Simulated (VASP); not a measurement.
# Al2Cu (I4/mcm) in VASP: notebook, part 2 of 3

VASP 6.6.1. The steps go on from the part before.

### Step 3. Single point, PBEsol

This run uses another cell than the first one, of 13.96 Å³/atom.

Input file INCAR:

```
  PREC = Accurate
  ENCUT = 520
  EDIFF = 1E-6
  ISMEAR = 0
  SIGMA = 0.1
  LREAL = False
  LASPH = True
  NELM = 60
  ALGO = Fast
  ISIF = 2
  LWAVE = False
  LCHARG = False
  GGA = PS
  NBANDS = 26
```

Input file KPOINTS:

```
regular mesh
0
Gamma
  10 10 10
```

Input file POSCAR:

```
Al2Cu
1.0
   -2.9619725323      2.9619725323      2.3870747099
    2.9619725323     -2.9619725323      2.3870747099
    2.9619725323      2.9619725323     -2.3870747099
Al Cu
4 2
Direct
    0.8409813532      0.6590186468      0.5000000000
    0.6590186468      0.1590186468      0.8180372936
    0.3409813532      0.8409813532      0.1819627064
    0.1590186468      0.3409813532      0.5000000000
    0.2500000000      0.2500000000      0.0000000000
    0.7500000000      0.7500000000      0.0000000000
```

Potentials or basis: VASP PAW PBE potentials, release 64 (Al, Cu).

Started as:

```sh
> cat potpaw_PBE.64/Al/POTCAR potpaw_PBE.64/Cu/POTCAR > POTCAR
> mpirun -np 1 vasp_std > vasp.out
```

OUTCAR:

```text
PREC = Accurate
   ENCUT = 520
   EDIFF = 1E-6
   ISMEAR = 0
   LREAL = False
   LASPH = True
   NELM = 60
   ISIF = 2
   GGA = PS

 ion  position               nearest neighbor table
   1  0.841  0.659  0.500-   5 2.53   6 2.53   6 2.53   5 2.53   4 2.66   4 2.83   4 2.83   2 3.04
                             3 3.04   2 3.04   3 3.04   3 3.15   2 3.15   3 3.15   2 3.15
   2  0.659  0.159  0.818-   5 2.53   6 2.53   5 2.53   6 2.53   3 2.66   3 2.83   3 2.83   4 3.04
                             1 3.04   1 3.04   4 3.04   1 3.15   4 3.15   1 3.15   4 3.15
   3  0.341  0.841  0.182-   5 2.53   6 2.53   5 2.53   6 2.53   2 2.66   2 2.83   2 2.83   4 3.04
                             1 3.04   1 3.04   4 3.04   1 3.15   4 3.15   1 3.15   4 3.15
   4  0.159  0.341  0.500-   6 2.53   5 2.53   5 2.53   6 2.53   1 2.66   1 2.83   1 2.83   2 3.04
                             3 3.04   2 3.04   3 3.04   3 3.15   2 3.15   2 3.15   3 3.15
   5  0.250  0.250  0.000-   6 2.39   6 2.39   2 2.53   3 2.53   4 2.53   1 2.53   4 2.53   1 2.53
                             2 2.53   3 2.53
   6  0.750  0.750  0.000-   5 2.39   5 2.39   1 2.53   2 2.53   3 2.53   3 2.53   1 2.53   2 2.53
                             4 2.53   4 2.53

  LATTYP: Found a body centered tetragonal cell.
 ALAT       =     5.9239450646
 C/A-ratio  =     0.8059071054

  Lattice vectors:

 A1 = (  -2.9619725323,   2.9619725323,   2.3870747099)
 A2 = (   2.9619725323,  -2.9619725323,   2.3870747099)
 A3 = (   2.9619725323,   2.9619725323,  -2.3870747099)

Analysis of symmetry for initial positions (statically):
=====================================================================
 Subroutine PRICEL returns:
 Original cell was already a primitive cell.

 Routine SETGRP: Setting up the symmetry group for a
 body centered tetragonal supercell.

 Subroutine GETGRP returns: Found 16 space group operations
 (whereof  8 operations were pure point group operations)
 out of a pool of 16 trial point group operations.

The static configuration has the point symmetry C_4h.
 The point group associated with its full space group is D_4h.

Analysis of symmetry for dynamics (positions and initial velocities):
=====================================================================
 Subroutine PRICEL returns:
 Original cell was already a primitive cell.

 Routine SETGRP: Setting up the symmetry group for a
 body centered tetragonal supercell.

 Subroutine GETGRP returns: Found 16 space group operations
 (whereof  8 operations were pure point group operations)
 out of a pool of 16 trial point group operations.

The dynamic configuration has the point symmetry C_4h.
 The point group associated with its full space group is D_4h.

 Subroutine INISYM returns: Found 16 space group operations
 (whereof  8 operations are pure point group operations),
 and found     1 'primitive' translations

----------------------------------------------------------------------------------------

                                     Primitive cell

  volume of cell :      83.7699

  direct lattice vectors                    reciprocal lattice vectors
    -2.961972532  2.961972532  2.387074710     0.000000000  0.168806427  0.209461396
     2.961972532 -2.961972532  2.387074710     0.168806427  0.000000000  0.209461396
     2.961972532  2.961972532 -2.387074710     0.168806427  0.168806427  0.000000000

  length of vectors
     4.821274545  4.821274545  4.821274545     0.269016145  0.269016145  0.238728338

  position of ions in fractional coordinates (direct lattice)
     0.840981353  0.659018647  0.500000000
     0.659018647  0.159018647  0.818037294
[... 68 lines left out ...]
   number of dos      NEDOS =    301   number of ions     NIONS =      6
   total plane-waves  NPLWV =  46656
   dimension x,y,z NGX =    36 NGY =   36 NGZ =   36
   dimension x,y,z NGXF=    72 NGYF=   72 NGZF=   72
   ions per type =               4   2
   NGX,Y,Z   is equivalent  to a cutoff of  12.41, 12.41, 12.41 a.u.
   NGXF,Y,Z  is equivalent  to a cutoff of  24.83, 24.83, 24.83 a.u.
 SYSTEM =  unknown system
   PREC   = accura    normal or accurate (medium, high low for compatibility)
   ISTART =      0    job   : 0-new  1-cont  2-samecut
   ICHARG =      2    charge: 1-file 2-atom 10-const
   ISPIN  =      1    spin polarized calculation?
   LNONCOLLINEAR =      F non collinear calculations
   LSORBIT =      F    spin-orbit coupling
   LASPH  =      T    aspherical Exc in radial PAW
   ENCUT  =  520.0 eV  38.22 Ry    6.18 a.u.   8.96  8.96  8.96*2*pi/ulx,y,z
   NELM   =     60;   NELMIN=  2; NELMDL= -5     # of ELM steps
   EDIFF  = 0.1E-05   stopping-criterion for ELM
   LREAL  =      F    real-space projection
   EDIFFG = 0.1E-04   stopping-criterion for IOM
   NSW    =      0    number of steps for IOM
   IBRION =     -1    ionic relax: 0-MD 1-quasi-New 2-CG
   NFREE  =      0    steps in history (QN), initial steepest desc. (CG)
   ISIF   =      2    stress and relaxation
   ISYM   =      2    0-nonsym 1-usesym 2-fastsym
   POTIM  = 0.5000    time-step for ionic-motion
   TEBEG  =    0.0;   TEEND  =   0.0 temperature during run
   PSTRESS=    0.0 pullay stress
   NELECT =      34.0000    total number of electrons
   NUPDOWN=      -1.0000    fix difference up-down
   EMIN   =  10.00;   EMAX   =-10.00  energy-range for DOS
   EFERMI =   0.00;   METHOD = LEGACY
   ISMEAR =     0;   SIGMA  =   0.10  broadening in eV -4-tet -1-fermi 0-gaus
   EFERMI_NEDOS =   21; number of points for ismear=-14 and -15
   IALGO  =     68    algorithm
   IMIX   =      4    mixing-type and parameters
     AMIX     =   0.40;   BMIX     =  1.00
     AMIX_MAG =   1.60;   BMIX_MAG =  1.00
  volume/ion in A,a.u.               =      13.96        94.22
  Fermi-wavevector in a.u.,A,eV,Ry     =   1.212100  2.290537 19.989495  1.469186
  Thomas-Fermi vector in A             =   2.347595
   LORBIT       =      0    0 simple, 1 ext, 2 COOP (PROOUT), +10 PAW based schemes
   GGA     = PS    functional components
   LHFCALC =     F    Hartree Fock is set to
   AEXX    =    0.0000 exact exchange contribution
   IVDW    =     0    specifies the selected vdW correction
   LEPSILON=     F    determine dielectric tensor
   LRPA    =     F    only Hartree local field effects (RPA)
 non-spin polarized calculation
 RMM-DIIS sequential band-by-band and
 Gauss-broadening in eV      SIGMA  =   0.10
  energy-cutoff  :      520.00
  volume of cell :       83.77
 maximum number of plane-waves:      2274
   NGX = 17   NGY = 17   NGZ = 17

 number of electron      34.0000044 magnetization

 Free energy of the ion-electron system (eV)
  ---------------------------------------------------
  ext. energy  EPLUGINS =         0.00000000
  ---------------------------------------------------
  free energy    TOTEN  =       -25.97729322 eV

  energy without entropy =      -25.96817636  energy(sigma->0) =      -25.97273479

 E-fermi :   8.6202     XC(G=0): -11.2265

 val. band max:        8.6199905516   @ k =  -0.1000   0.3000   0.1000
 cond. band min:       8.6220875067   @ k =  -0.3000  -0.3000   0.2000
 fundamental gap:      0.0020969552
 Fermi energy:         8.6202468871

 k-point     1 :       0.0000    0.0000    0.0000
  band No.  band energies     occupation
      1      -2.5977      2.00000
      2       2.9968      2.00000
      3       3.1766      2.00000
      4       3.1766      2.00000
      5       3.1917      2.00000
      6       4.1574      2.00000
[... 685 lines left out ...]
     25      15.9199      0.00000
     26      15.9644      0.00000

 [... further k-points ...]

------------------------ aborting loop because EDIFF is reached ----------------------------------------

  FORCE on cell =-STRESS in cart. coord.  units (eV):
  Direction    XX          YY          ZZ          XY          YZ          ZX
  --------------------------------------------------------------------------------------
  -------------------------------------------------------------------------------------
  Total        1.9935402      1.9935402      1.9914326      0.0000000     -0.0000000      0.0000000
  in kB       38.1283063     38.1283063     38.0879971      0.0000000     -0.0000000      0.0000000
  external PRESSURE =      38.1148699 kB  Pullay stress =       0.0000000 kB

 VOLUME and BASIS-vectors are now :
 -----------------------------------------------------------------------------
  energy-cutoff  :      520.00
  volume of cell :       83.77
      direct lattice vectors                 reciprocal lattice vectors
    -2.961972532  2.961972532  2.387074710     0.000000000  0.168806427  0.209461396
     2.961972532 -2.961972532  2.387074710     0.168806427  0.000000000  0.209461396
     2.961972532  2.961972532 -2.387074710     0.168806427  0.168806427  0.000000000

 POSITION                                       TOTAL-FORCE (eV/Angst)
 -----------------------------------------------------------------------------------
      0.94202      2.01995      2.38707        -0.003959      0.003959     -0.000000
      0.94202      3.90399      0.00000        -0.003959     -0.003959      0.000000
      2.01995     -0.94202      2.38707         0.003959      0.003959     -0.000000
      2.01995      0.94202      0.00000         0.003959     -0.003959      0.000000
      0.00000      0.00000      1.19354         0.000000     -0.000000     -0.000000
      0.00000      0.00000      3.58061        -0.000000     -0.000000     -0.000000
 -----------------------------------------------------------------------------------
    total drift:                                0.000000     -0.000000      0.000000

  FREE ENERGIE OF THE ION-ELECTRON SYSTEM (eV)
  ---------------------------------------------------
  free  energy   TOTEN  =       -25.9772932210 eV

  energy  without entropy=      -25.9681763594  energy(sigma->0) =      -25.97273479
```

OSZICAR:

```text
N       E                     dE             d eps       ncg     rms          rms(c)
DAV:   1     0.186957421065E+03    0.18696E+03   -0.13690E+04  5304   0.149E+03
DAV:   2    -0.189628689232E+02   -0.20592E+03   -0.19349E+03  5328   0.291E+02
DAV:   3    -0.311170872676E+02   -0.12154E+02   -0.11433E+02  6832   0.904E+01
DAV:   4    -0.314695738173E+02   -0.35249E+00   -0.35094E+00  7928   0.137E+01
DAV:   5    -0.314753469673E+02   -0.57731E-02   -0.57723E-02  7940   0.170E+00    0.231E+01
RMM:   6    -0.372094071371E+02   -0.57341E+01   -0.11483E+02  6488   0.143E+02    0.198E+01
RMM:   7    -0.263051615055E+02    0.10904E+02   -0.34895E+01  5685   0.820E+01    0.326E+00
RMM:   8    -0.260468407250E+02    0.25832E+00   -0.21354E+00  5838   0.204E+01    0.124E+00
RMM:   9    -0.259858677958E+02    0.60973E-01   -0.47611E-01  5996   0.289E+00    0.682E-01
RMM:  10    -0.259812374108E+02    0.46304E-02   -0.58637E-02  6586   0.300E+00    0.305E-01
RMM:  11    -0.259772234710E+02    0.40139E-02   -0.10557E-02  6993   0.787E-01    0.119E-01
RMM:  12    -0.259773813127E+02   -0.15784E-03   -0.23377E-03  7146   0.388E-01    0.740E-02
RMM:  13    -0.259773022598E+02    0.79053E-04   -0.88058E-04  6977   0.231E-01    0.257E-02
RMM:  14    -0.259772926434E+02    0.96164E-05   -0.18492E-04  7117   0.120E-01    0.318E-02
RMM:  15    -0.259772938619E+02   -0.12185E-05   -0.50544E-05  7583   0.475E-02    0.291E-02
RMM:  16    -0.259772932210E+02    0.64099E-06   -0.67408E-06  5851   0.218E-02
   1 F= -.25977293E+02 E0= -.25972735E+02  d E =-.911686E-02
```

Run time: 2.1 min. Hardware: 1 thread of Intel Xeon Platinum 8559C (Emerald Rapids), shared host; peak memory 0.32 GiB.

Results:

```
Free energy            : -25.9773 eV
Pressure               : 3.8 GPa
Largest force          : 0.006 eV/Å
Band gap on the k mesh : zero (bands 17 and 18 overlap by 4.52 eV)
```

Forces in eV/Å, atoms in the order of the input:
```
Al  -0.004  0.004  0.000
Al  -0.004 -0.004  0.000
Al   0.004  0.004  0.000
Al   0.004 -0.004  0.000
Cu   0.000  0.000  0.000
Cu   0.000  0.000  0.000
```

Caveat: the cell stands under pressure; the PAW data sets were made with another functional, which shifts forces and pressure a little.

### Step 4. Single point, PBEsol

This run uses another cell than the first one, of 14.32 Å³/atom.

Input file INCAR:

```
SYSTEM = Al2Cu
  ALGO = Fast
  EDIFF = 1E-7
  ENCUT = 520
  GGA = PS
  ISIF = 2
  ISMEAR = 0
  LASPH = .TRUE.
  LCHARG = .FALSE.
  LREAL = .FALSE.
  LWAVE = .FALSE.
  NBANDS = 26
  NELM = 80
  PREC = Accurate
  SIGMA = 0.1
```

Input file KPOINTS:

```
k-points
0
G
  10 10 10
  0 0 0
```

Input file POSCAR:

```
Al2Cu
1.0
   -2.9868725465      2.9868725465      2.4070579938
    2.9868725465     -2.9868725465      2.4070579938
    2.9868725465      2.9868725465     -2.4070579938
Al Cu
4 2
Direct
    0.8407342756      0.6592657244      0.5000000000
    0.6592657244      0.1592657244      0.8185314487
    0.3407342756      0.8407342756      0.1814685513
    0.1592657244      0.3407342756      0.5000000000
    0.2500000000      0.2500000000      0.0000000000
    0.7500000000      0.7500000000      0.0000000000
```

Started as:

```sh
> cat potpaw_PBE.64/Al/POTCAR potpaw_PBE.64/Cu/POTCAR > POTCAR
> mpirun -np 1 vasp_std > vasp.out
```

It took 2.6 min on 1 thread of Intel Xeon Platinum 8559C (Emerald Rapids), shared host; peak memory 0.33 GiB.

Results (log left out):

```yaml
Free_energy: -26.0145 eV
Pressure: 1.3 GPa
Largest_force: 0.003 eV/Å
Band_gap_on_the_k_mesh: zero (bands 17 and 18 overlap by 4.44 eV)
```

Forces in eV/Å, atoms in the order of the input:
```
Al  -0.002  0.002  0.000
Al  -0.002 -0.002  0.000
Al   0.002  0.002  0.000
Al   0.002 -0.002  0.000
Cu   0.000  0.000  0.000
Cu   0.000  0.000  0.000
```

Levels at points of the mesh, in eV from the Fermi level:
| k point | band 13 | band 14 | band 15 | band 16 | band 17 | band 18 | band 19 | band 20 | band 21 | band 22 |
| --- | --- | --- | --- | --- | --- | --- | --- | --- | --- | --- |
| (0.00, 0.00, 0.00) | -3.02 | -1.99 | -1.45 | -1.27 | -1.27 | -0.86 | -0.19 | 0.06 | 1.56 | 1.56 |
| (0.50, 0.00, 0.00) | -3.16 | -3.16 | -2.66 | -2.66 | 0.25 | 0.25 | 4.15 | 4.15 | 4.40 | 4.40 |
| (0.50, 0.50, 0.00) | -2.92 | -2.90 | -1.52 | -1.32 | -0.88 | -0.68 | 0.84 | 1.31 | 4.70 | 4.78 |
| (0.50, 0.50, 0.50) | -3.43 | -3.32 | -3.32 | -1.85 | 2.64 | 2.96 | 2.96 | 3.40 | 4.24 | 4.87 |

Caveat: the PAW data sets were made with another functional, which shifts forces and pressure a little.

(Part 2 of 3 ends here.)
